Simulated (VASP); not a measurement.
A run of VASP 6.6.1 is set up as follows.

POSCAR

```
BaTe
1.0
    4.2448181598      0.0000000000      0.0000000000
    0.0000000000      4.2448181598      0.0000000000
    0.0000000000      0.0000000000      4.2448181598
Ba Te
1 1
Direct
    0.0000000000      0.0000000000      0.0000000000
    0.5000000000      0.5000000000      0.5000000000
```

INCAR.step1

```
ALGO = Normal ; EDIFF = 1E-5
ENCUT = 520 ; GGA = PE
ISIF = 2 ; ISMEAR = 0
LASPH = T ; LREAL = F
LWAVE = T ; NBANDS = 15
NELM = 80 ; PREC = Accurate
SIGMA = 0.01
```

The input INCAR.step2:

```
ALGO = Normal ; EDIFF = 1E-6
ENCUT = 520 ; GGA = PE
HFSCREEN = 0.2079 ; ISIF = 2
ISMEAR = 0 ; ISTART = 1
LASPH = T ; LCHARG = T
LELF = T ; LHFCALC = T
LREAL = F ; LVHAR = T
LWAVE = F ; NBANDS = 15
NELM = 80 ; PREC = Accurate
PRECFOCK = Normal ; SIGMA = 0.01
```

File KPOINTS:

```
k-points
0
Gamma
  4 4 4
```

Potentials or basis: VASP PAW PBE potentials, release 64 (Ba_sv, Te).

Run with:

```console
$ cat potpaw_PBE.64/Ba_sv/POTCAR potpaw_PBE.64/Te/POTCAR > POTCAR
$ cp INCAR.step1 INCAR
$ mpirun -np 1 vasp_std > vasp.out
$ cp INCAR.step2 INCAR
$ mpirun -np 1 vasp_std > vasp.out
```

**Question.** What does it give for the pressure?

**Answer.** 0.0 GPa.

**Question.** Predict the band gap on the k mesh.

**Answer.** 1.44 eV (least direct gap 1.65 eV).

Caveat: the PAW data sets were made with another functional, which shifts forces and pressure a little; spin-orbit coupling is left out, which moves the levels of the heavy elements. A k mesh can miss the band edges.
